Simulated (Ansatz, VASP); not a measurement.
# ZnS in VASP and in Ansatz

```
Zn S
1.0
     3.80580    0.00000    0.00000
    -1.90290    3.29592    0.00000
     0.00000    0.00000    6.23798
Zn S
2 2
Cartesian
  0.0000 2.1973 0.0009
  1.9029 1.0986 3.1199
  0.0000 2.1973 2.3384
  1.9029 1.0986 5.4574
```

Alike in both runs: task electric field gradients; functional r2SCAN; k mesh 10 × 10 × 6; occupations fermi-dirac, width 0.01 eV; no spin polarisation.

|  | VASP | Ansatz |
| --- | --- | --- |
| version | VASP 6.6.1 | Ansatz 0.2.0 |
| potentials or method | VASP PAW PBE potentials, release 64 (Zn, S) | plane-wave PAW, scalar-relativistic |
| plane-wave cutoff (eV) | 520 | 500 |
| valence electrons in the cell | 36 | 36 |

```csv
,VASP,Ansatz,Ansatz less VASP
gap on the k mesh at the Fermi level (eV),2.80,2.79,-0.010
pressure (GPa),0.2,0.1,-0.07
rms of the force components (eV/Å),0.004,0.006,+0.0019
size of Vzz on the site where it differs most (V/Å²),0.8,0.8,-0.06
```

VASP's potentials were made for PBE, not for r2SCAN. Atom by atom the forces differ by 0.002 eV/Å (rms over components). The functional is the same, so the differences come from potentials, cutoffs and numerics.
